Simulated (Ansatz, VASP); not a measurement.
## Cr2AsSe: VASP beside Ansatz

File INCAR:

```
PREC     = Accurate       # precision mode
ENCUT    = 600            # plane-wave cutoff, eV
EDIFF    = 1E-6           # SCF threshold, eV
ISMEAR   = 0              # smearing method
SIGMA    = 0.1            # smearing width, eV
LREAL    = False          # projectors in reciprocal space
LASPH    = True           # aspherical terms in the spheres
NELM     = 60             # most SCF steps
ALGO     = Normal         # electronic algorithm
ISIF     = 3              # what is computed and relaxed
LWAVE    = False          # write WAVECAR
LCHARG   = False          # write CHGCAR
GGA      = PE             # functional
IBRION   = 2              # ionic algorithm
NSW      = 80             # ionic steps
EDIFFG   = -0.01          # ionic threshold
```

File KPOINTS:

```
Automatic mesh
0
Gamma
  12 12 8
```

POSCAR

```
Cr2AsSe
1.0
    3.7661587154      0.0000000000      0.0000000000
   -1.8830793577      3.2615891222      0.0000000000
    0.0000000000      0.0000000000      6.2344450000
Cr As Se
2 1 1
Direct
    0.0000000000      0.0000000000      0.7420030000
    0.0000000000      0.0000000000      0.2579970000
    0.6666666667      0.3333333333      0.5000000000
    0.3333333333      0.6666666667      0.0000000000
```

Input for Ansatz:

```yaml
crystal:
  lattice:
    - [3.7661587154, 0.0, 0.0]
    - [-1.8830793577, 3.2615891222, 0.0]
    - [0.0, 0.0, 6.234445]
  atoms:
    - { symbol: Cr, position: [0.0, 0.0, 0.742003] }
    - { symbol: Cr, position: [0.0, 0.0, 0.257997] }
    - { symbol: As, position: [0.6666666667, 0.3333333333, 0.5] }
    - { symbol: Se, position: [0.3333333333, 0.6666666667, 0.0] }
basis:
  ecutwfc: 420
kpoints:
  mp_grid: { grid: [12, 12, 8] }
hamiltonian:
  xc: pbe
scf:
  occupations: { method: gaussian, width: 0.1 }
  lower_state_search: "off"
output:
  forces: true
  stress: true
  eigenvalues: true
relax:
  adjacent_minimum: "off"
  f_tol: 0.01
  max_steps: 60
  cell: { stress_tol: 0.05 }
```

Alike in both runs: task relaxation of cell and atoms; functional PBE; k mesh 12 × 12 × 8; occupations gaussian, width 0.1 eV; no spin polarisation.

```csv
,VASP,Ansatz
version,VASP 6.6.1,Ansatz 0.2.0
potentials or method,"VASP PAW PBE potentials, release 64 (Cr_pv, As, Se), cutoff 600 eV","scalar-relativistic, plane waves, PAW"
valence electrons in the cell,35,59
```

|  | VASP | Ansatz | Ansatz less VASP |
| --- | --- | --- | --- |
| gap on the k mesh at the Fermi level, each at its own relaxed structure (eV) | none | none | - |
| relaxed volume (Å³/atom) | 14.61 | 14.60 | -0.014 |
| relaxed length of the cell vector where the two differ most in proportion (Å) | 3.302 | 3.301 | -0.0014 |

A gap of «none» marks a metal or a gap that the smearing closes. VASP's potentials hold 35 valence electrons a cell and Ansatz's 59, so a difference there can come from the potentials and not from the codes.

Noted on VASP's run: the volume moved by over 15 % at a fixed basis, so the end points are rough.
